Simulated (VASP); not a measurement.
A run of VASP 6.6.1 is set up as follows.

INCAR

```
PREC = Accurate
ENCUT = 520
EDIFF = 1E-6
ISMEAR = 0
SIGMA = 0.1
LREAL = False
LASPH = True
NELM = 80
ALGO = Fast
ISIF = 2
LWAVE = False
LCHARG = False
GGA = PE
NBANDS = 50
```

File KPOINTS:

```
Automatic mesh
0
Gamma
  4 4 2
```

The input POSCAR:

```
Ba3Hf
1.0
   -5.5858090026      0.0000000000      0.0000000000
    0.0000000000      0.0000000000     -5.5858090026
    0.0000000000    -11.1716180052      0.0000000000
Ba Hf
6 2
Direct
    0.0000000000      0.5000000000      0.7500000000
    0.0000000000      0.5000000000      0.2500000000
    0.5000000000      0.5000000000      0.0000000000
    0.5000000000      0.5000000000      0.5000000000
    0.5000000000      0.0000000000      0.7500000000
    0.5000000000      0.0000000000      0.2500000000
    0.0000000000      0.0000000000      0.0000000000
    0.0000000000      0.0000000000      0.5000000000
```

Potentials or basis: VASP PAW PBE potentials, release 64 (Ba_sv, Hf_pv).

Launch:

```sh
$ cat potpaw_PBE.64/Ba_sv/POTCAR potpaw_PBE.64/Hf_pv/POTCAR > POTCAR
$ mpirun -np 1 vasp_std > vasp.out
```

Task: Predict the band gap on the k mesh.

Result: Zero (bands 40 and 41 overlap by 0.85 eV).

Task: Estimate the pressure.

Result: 0.3 GPa.

Caveat: spin-orbit coupling is left out, which moves the levels of the heavy elements.
